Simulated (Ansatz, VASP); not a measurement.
**MgO: VASP beside Ansatz**

File INCAR:

```
SYSTEM = MgO
ALGO = Normal ; EDIFF = 1E-7
ENCUT = 520 ; GGA = PE
ISIF = 2 ; ISMEAR = -5
LASPH = .True. ; LCHARG = .False.
LREAL = .False. ; LWAVE = .False.
NBANDS = 11 ; NELM = 80
PREC = Accurate ; SIGMA = 0.1
```

Contents of KPOINTS:

```
k-points
0
Gamma
  9 9 9
  0 0 0
```

Contents of POSCAR:

```
MgO
1.0
    0.0000000000      2.1368000000      2.1368000000
    2.1368000000      0.0000000000      2.1368000000
    2.1368000000      2.1368000000      0.0000000000
Mg O
1 1
Direct
    0.0000000000      0.0000000000      0.0000000000
    0.5000000000      0.5000000000      0.5000000000
```

Input for Ansatz:

```yaml
crystal:
  lattice:
    - [0.0, 2.1368, 2.1368]
    - [2.1368, 0.0, 2.1368]
    - [2.1368, 2.1368, 0.0]
  atoms:
    - { symbol: Mg, position: [0.0, 0.0, 0.0] }
    - { symbol: O, position: [0.5, 0.5, 0.5] }
hamiltonian:
  xc: pbe
  pseudopotentials: { kind: paw }
basis:
  ecutwfc: 420
kpoints:
  mp_grid: { grid: [9, 9, 9] }
scf:
  occupations: { method: tetrahedron }
  lower_state_search: "off"
  max_iter: 100
output:
  forces: true
  stress: true
```

Alike in both runs: task single point; functional PBE; k mesh 9 × 9 × 9; occupations tetrahedron; no spin polarisation.

```csv
,VASP,Ansatz
version,VASP 6.6.1,Ansatz 0.2.0
potentials or method,"VASP PAW PBE potentials, release 64 (Mg, O), cutoff 520 eV","PAW, plane waves, scalar-relativistic"
valence electrons in the cell,8,16
```

Ansatz gave:

| Item | Value |
| --- | --- |
| gap on the k mesh at the Fermi level (eV) | 4.33 |
| pressure (GPa) | -2.0 |

**Question.** Which values does VASP return?

**Answer.** gap on the k mesh at the Fermi level (eV): 4.31; pressure (GPa): -2.8.

With one functional, cell and mesh, what is left measures potentials, basis and numerics. VASP's potentials hold 8 valence electrons a cell and Ansatz's 16, so a difference there can come from the potentials and not from the codes. Ansatz's warnings: band table not solved further, tetrahedron derivatives may miss energy slope.
